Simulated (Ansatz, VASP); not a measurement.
## One calculation of Ta, two programs

```
Ta
1.0
     2.90037    0.00000    0.00000
    -1.45019    2.51180    0.00000
     0.00000    0.00000    5.16627
Ta
2
Direct
  0.66667 0.33333 0.75000
  0.33333 0.66667 0.25000
```

Alike in both runs: task single point; functional LDA; k mesh 11 × 11 × 6; occupations fermi-dirac, width 0.1 eV; no spin polarisation.

|  | VASP | Ansatz |
| --- | --- | --- |
| version | VASP 6.6.1 | Ansatz 0.2.0 |
| potentials or method | VASP PAW LDA potentials, release 64 (Ta_pv) | plane waves, PAW |
| plane-wave cutoff (eV) | 520 | 420 |
| valence electrons in the cell | 22 | 26 |

Ansatz gave:

```
gap on the k mesh at the Fermi level (eV)                     : none
pressure (GPa)                                                : -11.6
traceless stress, the component that is largest in VASP (GPa) : 1.10
```

Task: Estimate VASP's values.

Result: gap on the k mesh at the Fermi level (eV): none; pressure (GPa): -11.0; traceless stress, the component that is largest in VASP (GPa): 1.10.

LDA's correlation is that of Perdew and Zunger in VASP and of Perdew and Wang (1992) in Ansatz. A gap of «none» marks a metal or a gap that the smearing closes. VASP's potentials hold 22 valence electrons a cell and Ansatz's 26, so a difference there can come from the potentials and not from the codes.

Spin-orbit coupling is off throughout.
